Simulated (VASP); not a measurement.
Crystal: Ni.

```
CELL_PARAMETERS angstrom
0.00000 1.76510 1.76510
1.76510 0.00000 1.76510
1.76510 1.76510 0.00000
ATOMIC_POSITIONS crystal
Ni 0.00000 0.00000 0.00000
```

Base run:

* Program: VASP 6.6.1
* Functional: PBE
* Potentials or basis: VASP PAW PBE potentials, release 64 (Ni)
* Cutoff: 520 eV
* k mesh: 15 × 15 × 15
* Occupations: fermi-dirac, width 0.1 eV
* Spin: collinear spin, ferromagnetic start
* Starting moments: [0.2] μB

Its results: pressure -1.6 GPa; site moments Ni +0.64 μB.

Q: The run is repeated on the same cell with these changes: moments at the start from [0.2] to [1.2]; fixed moment from none to 1.2 μB. What comes out?

A: Pressure 4.5 GPa; site moments Ni +1.18 μB.

Caveats: the total moment is fixed, so each spin has its own Fermi level (some runs).
